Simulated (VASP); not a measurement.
# In3Se (Pm-3m) in VASP: further runs

In3Se is run at these levels: PBE, LDA, PBEsol; tasks: single point, relaxation of cell and atoms.

Everything below comes from runs of VASP 6.6.1. Logs are shortened: lines on timing, memory, paths and dates and some standing lists are left out, and cuts for length are marked.

### Step 1. The cell of the first run

The structure is cubic, space group Pm-3m (No. 221). The conventional cell has a = 4.804 Å, b = 4.804 Å, c = 4.804 Å, α = 90.00°, β = 90.00°, γ = 90.00°. In (site symmetry 4/mmm) has 8 In at 3.40 Å and 4 Se at 3.40 Å within 4.5 Å. Se (site symmetry m-3m) has 12 In at 3.40 Å within 4.5 Å.

### Step 2. Single point, PBE

Contents of INCAR:

```
SYSTEM = In3Se
ALGO = Normal ; EDIFF = 1E-6
ENCUT = 520 ; GGA = PE
ISIF = 2 ; ISMEAR = 0
LASPH = .True. ; LCHARG = .False.
LREAL = .False. ; LWAVE = .False.
NBANDS = 30 ; NELM = 60
PREC = Accurate ; SIGMA = 0.1
```

Contents of KPOINTS:

```
k-points
0
Gamma
  10 10 10
  0 0 0
```

Contents of POSCAR:

```
In3Se
1.0
    4.8037580000      0.0000000000      0.0000000000
    0.0000000000      4.8037580000      0.0000000000
    0.0000000000      0.0000000000      4.8037580000
In Se
3 1
Direct
    0.0000000000      0.5000000000      0.5000000000
    0.5000000000      0.0000000000      0.5000000000
    0.5000000000      0.5000000000      0.0000000000
    0.0000000000      0.0000000000      0.0000000000
```

Potentials or basis: VASP PAW PBE potentials, release 64 (In_d, Se).

On the command line:

```
$ cat potpaw_PBE.64/In_d/POTCAR potpaw_PBE.64/Se/POTCAR > POTCAR
$ mpirun -np 1 vasp_std > vasp.out
```

OUTCAR:

```text
SYSTEM = In3Se
   EDIFF = 1E-6
   ENCUT = 520
   GGA = PE
   ISIF = 2
   ISMEAR = 0
   LASPH = .True.
   LREAL = .False.
   NELM = 60
   PREC = Accurate

 ion  position               nearest neighbor table
   1  0.000  0.500  0.500-   2 3.40   3 3.40   4 3.40   3 3.40   4 3.40   2 3.40   4 3.40   4 3.40
                             2 3.40   3 3.40   3 3.40   2 3.40
   2  0.500  0.000  0.500-   1 3.40   3 3.40   4 3.40   3 3.40   4 3.40   1 3.40   3 3.40   3 3.40
                             1 3.40   4 3.40   4 3.40   1 3.40
   3  0.500  0.500  0.000-   1 3.40   2 3.40   4 3.40   1 3.40   2 3.40   2 3.40   4 3.40   2 3.40
                             1 3.40   4 3.40   1 3.40   4 3.40
   4  0.000  0.000  0.000-   1 3.40   2 3.40   3 3.40   1 3.40   2 3.40   1 3.40   3 3.40   1 3.40
                             2 3.40   3 3.40   2 3.40   3 3.40

  LATTYP: Found a simple cubic cell.
 ALAT       =     4.8037580000

  Lattice vectors:

 A1 = (   4.8037580000,   0.0000000000,   0.0000000000)
 A2 = (   0.0000000000,   4.8037580000,   0.0000000000)
 A3 = (   0.0000000000,   0.0000000000,   4.8037580000)

Analysis of symmetry for initial positions (statically):
=====================================================================
 Subroutine PRICEL returns:
 Original cell was already a primitive cell.

 Routine SETGRP: Setting up the symmetry group for a
 simple cubic supercell.

 Subroutine GETGRP returns: Found 48 space group operations
 (whereof 48 operations were pure point group operations)
 out of a pool of 48 trial point group operations.

The static configuration has the point symmetry O_h .

Analysis of symmetry for dynamics (positions and initial velocities):
=====================================================================
 Subroutine PRICEL returns:
 Original cell was already a primitive cell.

 Routine SETGRP: Setting up the symmetry group for a
 simple cubic supercell.

 Subroutine GETGRP returns: Found 48 space group operations
 (whereof 48 operations were pure point group operations)
 out of a pool of 48 trial point group operations.

The dynamic configuration has the point symmetry O_h .

 Subroutine INISYM returns: Found 48 space group operations
 (whereof 48 operations are pure point group operations),
 and found     1 'primitive' translations

----------------------------------------------------------------------------------------

                                     Primitive cell

  volume of cell :     110.8520

  direct lattice vectors                    reciprocal lattice vectors
     4.803758000  0.000000000  0.000000000     0.208170353  0.000000000  0.000000000
     0.000000000  4.803758000  0.000000000     0.000000000  0.208170353  0.000000000
     0.000000000  0.000000000  4.803758000     0.000000000  0.000000000  0.208170353

  length of vectors
     4.803758000  4.803758000  4.803758000     0.208170353  0.208170353  0.208170353

  position of ions in fractional coordinates (direct lattice)
     0.000000000  0.500000000  0.500000000
     0.500000000  0.000000000  0.500000000
     0.500000000  0.500000000  0.000000000
     0.000000000  0.000000000  0.000000000

  ion indices of the primitive-cell ions
   primitive index   ion index
                 1           1
                 2           2
                 3           3
                 4           4

----------------------------------------------------------------------------------------

 KPOINTS: k-points

Automatic generation of k-mesh.
 Grid dimensions read from file:
 generate k-points for:   10   10   10

 Generating k-lattice:

  Cartesian coordinates                     Fractional coordinates (reciprocal lattice)
     0.020817035  0.000000000  0.000000000     0.100000000  0.000000000  0.000000000
     0.000000000  0.020817035  0.000000000     0.000000000  0.100000000  0.000000000
     0.000000000  0.000000000  0.020817035     0.000000000  0.000000000  0.100000000

  Length of vectors
     0.020817035  0.020817035  0.020817035

  Shift w.r.t. Gamma in fractional coordinates (k-lattice)
     0.000000000  0.000000000  0.000000000

 Subroutine IBZKPT returns following result:
 ===========================================

 Found     56 irreducible k-points:

 Following reciprocal coordinates:
            Coordinates               Weight
  0.000000  0.000000  0.000000      1.000000
  0.100000  0.000000  0.000000      6.000000
  0.200000  0.000000  0.000000      6.000000
  0.300000  0.000000  0.000000      6.000000
  0.400000  0.000000  0.000000      6.000000
  0.500000  0.000000  0.000000      3.000000
[... 16 lines left out ...]
  0.200000  0.100000  0.100000     24.000000
  0.300000  0.100000  0.100000     24.000000
 [... further k-points ...]
   k-points           NKPTS =     56   k-points in BZ     NKDIM =     56   number of bands    NBANDS=     30
   number of dos      NEDOS =    301   number of ions     NIONS =      4
   total plane-waves  NPLWV =  46656
   dimension x,y,z NGX =    36 NGY =   36 NGZ =   36
   dimension x,y,z NGXF=    72 NGYF=   72 NGZF=   72
   ions per type =               3   1
   NGX,Y,Z   is equivalent  to a cutoff of  12.46, 12.46, 12.46 a.u.
   NGXF,Y,Z  is equivalent  to a cutoff of  24.92, 24.92, 24.92 a.u.
 SYSTEM =  In3Se
   PREC   = accura    normal or accurate (medium, high low for compatibility)
   ISTART =      0    job   : 0-new  1-cont  2-samecut
   ICHARG =      2    charge: 1-file 2-atom 10-const
   ISPIN  =      1    spin polarized calculation?
   LNONCOLLINEAR =      F non collinear calculations
   LSORBIT =      F    spin-orbit coupling
   LASPH  =      T    aspherical Exc in radial PAW
   ENCUT  =  520.0 eV  38.22 Ry    6.18 a.u.   8.93  8.93  8.93*2*pi/ulx,y,z
   NELM   =     60;   NELMIN=  2; NELMDL= -5     # of ELM steps
   EDIFF  = 0.1E-05   stopping-criterion for ELM
   LREAL  =      F    real-space projection
   EDIFFG = 0.1E-04   stopping-criterion for IOM
   NSW    =      0    number of steps for IOM
   IBRION =     -1    ionic relax: 0-MD 1-quasi-New 2-CG
   NFREE  =      0    steps in history (QN), initial steepest desc. (CG)
   ISIF   =      2    stress and relaxation
   ISYM   =      2    0-nonsym 1-usesym 2-fastsym
   POTIM  = 0.5000    time-step for ionic-motion
   TEBEG  =    0.0;   TEEND  =   0.0 temperature during run
   PSTRESS=    0.0 pullay stress
   NELECT =      45.0000    total number of electrons
   NUPDOWN=      -1.0000    fix difference up-down
   EMIN   =  10.00;   EMAX   =-10.00  energy-range for DOS
   EFERMI =   0.00;   METHOD = LEGACY
   ISMEAR =     0;   SIGMA  =   0.10  broadening in eV -4-tet -1-fermi 0-gaus
   EFERMI_NEDOS =   21; number of points for ismear=-14 and -15
   IALGO  =     38    algorithm
   IMIX   =      4    mixing-type and parameters
     AMIX     =   0.40;   BMIX     =  1.00
     AMIX_MAG =   1.60;   BMIX_MAG =  1.00
  volume/ion in A,a.u.               =      27.71       187.02
  Fermi-wavevector in a.u.,A,eV,Ry     =   1.212173  2.290675 19.991897  1.469363
  Thomas-Fermi vector in A             =   2.347665
   LORBIT       =      0    0 simple, 1 ext, 2 COOP (PROOUT), +10 PAW based schemes
   GGA     = PE    functional components
   LHFCALC =     F    Hartree Fock is set to
   AEXX    =    0.0000 exact exchange contribution
   IVDW    =     0    specifies the selected vdW correction
   LEPSILON=     F    determine dielectric tensor
   LRPA    =     F    only Hartree local field effects (RPA)
 non-spin polarized calculation
 Gauss-broadening in eV      SIGMA  =   0.10
  energy-cutoff  :      520.00
  volume of cell :      110.85
 maximum number of plane-waves:      3016
 NGX is ok and might be reduce to    36
   NGX = 17   NGY = 17   NGZ = 17

 number of electron      45.0000024 magnetization

 Free energy of the ion-electron system (eV)
  ---------------------------------------------------
  ext. energy  EPLUGINS =         0.00000000
  ---------------------------------------------------
  free energy    TOTEN  =       -11.68425076 eV

  energy without entropy =      -11.67471200  energy(sigma->0) =      -11.67948138

 E-fermi :   5.9305     XC(G=0):  -9.7403

 val. band max:        5.9292846127   @ k =   0.4000   0.2000   0.2000
 cond. band min:       5.9321517205   @ k =   0.4000   0.3000   0.1000
 fundamental gap:      0.0028671078
 Fermi energy:         5.9304503461

 k-point     1 :       0.0000    0.0000    0.0000
  band No.  band energies     occupation
      1      -8.8372      2.00000
      2      -8.8341      2.00000
      3      -8.8341      2.00000
      4      -8.8341      2.00000
      5      -8.7149      2.00000
      6      -8.7149      2.00000
[... 22 lines left out ...]
     29      11.2261      0.00000
     30      12.8252      0.00000

 k-point     2 :       0.1000    0.0000    0.0000
  band No.  band energies     occupation
      1      -8.8325      2.00000
      2      -8.8289      2.00000
      3      -8.8252      2.00000
      4      -8.8252      2.00000
      5      -8.7138      2.00000
      6      -8.7091      2.00000
[... 22 lines left out ...]
     29      11.4986      0.00000
     30      12.8831      0.00000

 k-point     3 :       0.2000    0.0000    0.0000
  band No.  band energies     occupation
      1      -8.8283      2.00000
      2      -8.8053      2.00000
      3      -8.7993      2.00000
      4      -8.7993      2.00000
      5      -8.7108      2.00000
      6      -8.6927      2.00000
[... 22 lines left out ...]
     29      12.1303      0.00000
     30      12.8575      0.00000

 k-point     4 :       0.3000    0.0000    0.0000
  band No.  band energies     occupation
      1      -8.8229      2.00000
      2      -8.7709      2.00000
      3      -8.7586      2.00000
      4      -8.7586      2.00000
      5      -8.7065      2.00000
      6      -8.6686      2.00000
[... 616 lines left out ...]
     29      11.8089      0.00000
     30      12.4659      0.00000

 k-point    23 :       0.2000    0.1000    0.1000
  band No.  band energies     occupation
      1      -8.8176      2.00000
      2      -8.7997      2.00000
      3      -8.7911      2.00000
      4      -8.7799      2.00000
      5      -8.7009      2.00000
      6      -8.6864      2.00000
[... 22 lines left out ...]
     29      11.5592      0.00000
     30      12.3358      0.00000

 k-point    24 :       0.3000    0.1000    0.1000
  band No.  band energies     occupation
      1      -8.8096      2.00000
      2      -8.7728      2.00000
      3      -8.7563      2.00000
      4      -8.7404      2.00000
      5      -8.6965      2.00000
      6      -8.6609      2.00000
[... 22 lines left out ...]
     29      10.7644      0.00000
     30      12.7189      0.00000

 [... further k-points ...]
[... 5 lines left out ...]
  --------------------------------------------------------------------------------------
  -------------------------------------------------------------------------------------
  Total       -0.2376827     -0.2376827     -0.2376827     -0.0000000      0.0000000     -0.0000000
  in kB       -3.4353014     -3.4353014     -3.4353014     -0.0000000      0.0000000     -0.0000000
  external PRESSURE =      -3.4353014 kB  Pullay stress =       0.0000000 kB

 VOLUME and BASIS-vectors are now :
 -----------------------------------------------------------------------------
  energy-cutoff  :      520.00
  volume of cell :      110.85
      direct lattice vectors                 reciprocal lattice vectors
     4.803758000  0.000000000  0.000000000     0.208170353  0.000000000  0.000000000
     0.000000000  4.803758000  0.000000000     0.000000000  0.208170353  0.000000000
     0.000000000  0.000000000  4.803758000     0.000000000  0.000000000  0.208170353

 POSITION                                       TOTAL-FORCE (eV/Angst)
 -----------------------------------------------------------------------------------
      0.00000      2.40188      2.40188         0.000000      0.000000      0.000000
      2.40188      0.00000      2.40188         0.000000      0.000000      0.000000
      2.40188      2.40188      0.00000         0.000000      0.000000      0.000000
      0.00000      0.00000      0.00000         0.000000      0.000000      0.000000
 -----------------------------------------------------------------------------------
    total drift:                                0.000000      0.000000      0.000000

  FREE ENERGIE OF THE ION-ELECTRON SYSTEM (eV)
  ---------------------------------------------------
  free  energy   TOTEN  =       -11.6842507619 eV

  energy  without entropy=      -11.6747119996  energy(sigma->0) =      -11.67948138
```

It took 48 s on 1 thread of Intel Xeon 6975P-C (Granite Rapids), shared host; peak memory 0.29 GiB.

Results:

```
Free energy : -11.6843 eV
Pressure    : -0.3 GPa
```

Caveat: spin-orbit coupling is left out, which moves the levels of the heavy elements.

(Part 1 of 3 ends here.)
